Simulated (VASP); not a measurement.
## Re: relaxation of cell and atoms with PBEsol

Re:

```
CELL_PARAMETERS angstrom
2.76080 0.00000 0.00000
-1.38040 2.39092 0.00000
0.00000 0.00000 4.45820
ATOMIC_POSITIONS crystal
Re 0.33333 0.66667 0.25000
Re 0.66667 0.33333 0.75000
```

- Program: VASP 6.6.1
- Task: relaxation of cell and atoms
- Functional: PBEsol
- Potentials or basis: VASP PAW PBE potentials, release 64 (Re)
- Cutoff: 600 eV
- k mesh: 13 × 13 × 7
- Occupations: gaussian, width 0.1 eV
- Spin: no spin polarisation
- Dipole correction: no
- Further INCAR settings: ALGO = Normal; EDIFF = 1e-06; IBRION = 2; EDIFFG = -0.05; NSW = 80; ISIF = 3

The relaxed volume is 14.56 Å³/atom, the relaxed cell is a = 2.752 Å, b = 2.752 Å, c = 4.440 Å, α = 90.00°, β = 90.00°, γ = 120.00° and the space group after relaxing (to 0.1 Å) is P6_3/mmc (No. 194). The energy gained by relaxing is 2.2 meV/atom. The ionic steps are 3, the pressure after relaxing is 0.0 GPa and the band gap on the k mesh is zero (bands 7 and 8 overlap by 2.84 eV).

Stress tensor (GPa, compression positive):
```
 0.13  0.00  0.00
 0.00  0.13  0.00
 0.00  0.00 -0.39
```

The path:
| step | energy change (eV) | largest force (eV/Å) | pressure (GPa) | volume (Å³) |
| --- | --- | --- | --- | --- |
| 1 | 0.0000 | 0.0000 | -4.28 | 29.43 |
| 2 | 0.0776 | 0.0000 | 20.68 | 27.78 |
| 3 | -0.0044 | 0.0000 | -0.05 | 29.11 |

Final structure:
```
CELL_PARAMETERS angstrom
2.75159 0.00000 0.00000
-1.37580 2.38295 0.00000
0.00000 0.00000 4.44002
ATOMIC_POSITIONS crystal
Re 0.33333 0.66667 0.25000
Re 0.66667 0.33333 0.75000
```

Levels at points of the mesh, in eV from the Fermi level:
```tsv
k point	band 3	band 4	band 5	band 6	band 7	band 8	band 9	band 10	band 11
(0.00, 0.00, 0.00)	-1.59	-1.59	-1.57	-0.73	-0.73	0.21	0.21	0.67	3.45
```

It took 83 s on 1 thread of Intel Xeon 8259CL, with other jobs on the host, peak memory 0.19 GiB.

Caveat: the PAW data sets were made with another functional, which shifts forces and pressure a little; spin-orbit coupling is left out, which moves the levels of the heavy elements.
